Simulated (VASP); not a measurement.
Set up this calculation in VASP 6.6.1, as the native input.

* Task: single point
* Functional: PBE
* Potentials or basis: VASP PAW PBE potentials, release 64 (Cs_sv)
* Cutoff: 520 eV
* k mesh: 4 × 4 × 4
* Occupations: fermi-dirac, width 0.1 eV
* Spin: no spin polarisation
* Dipole correction: no
* Further INCAR settings: ALGO = Normal; EDIFF = 1e-07; NBANDS = 10

The structure of Cs lies in POSCAR:

```
Cs
1.0
   -3.0771709509      3.0771709509      3.0771709509
    3.0771709509     -3.0771709509      3.0771709509
    3.0771709509      3.0771709509     -3.0771709509
Cs
1
Direct
    0.0000000000      0.0000000000      0.0000000000
```

These files were run (other wordings do the same):

INCAR

```
PREC = Accurate
ENCUT = 520
EDIFF = 1E-7
ISMEAR = -1
SIGMA = 0.1
LREAL = F
LASPH = T
NELM = 80
ALGO = Normal
ISIF = 2
LWAVE = F
LCHARG = T
GGA = PE
LELF = T
LVHAR = T
NBANDS = 10
```

KPOINTS

```
Automatic mesh
0
Gamma
  4 4 4
```

Potentials or basis: VASP PAW PBE potentials, release 64 (Cs_sv).

Launch:

```console
$ cat potpaw_PBE.64/Cs_sv/POTCAR > POTCAR
$ mpirun -np 1 vasp_std > vasp.out
```

It gave:

- Pressure: 0.0 GPa

Caveat: the k points lie up to 0.36 Å⁻¹ apart.

It took 9.9 s on 1 thread of AMD EPYC 7R13 Processor (Zen 3) (shared host), peak memory 0.2 GiB.
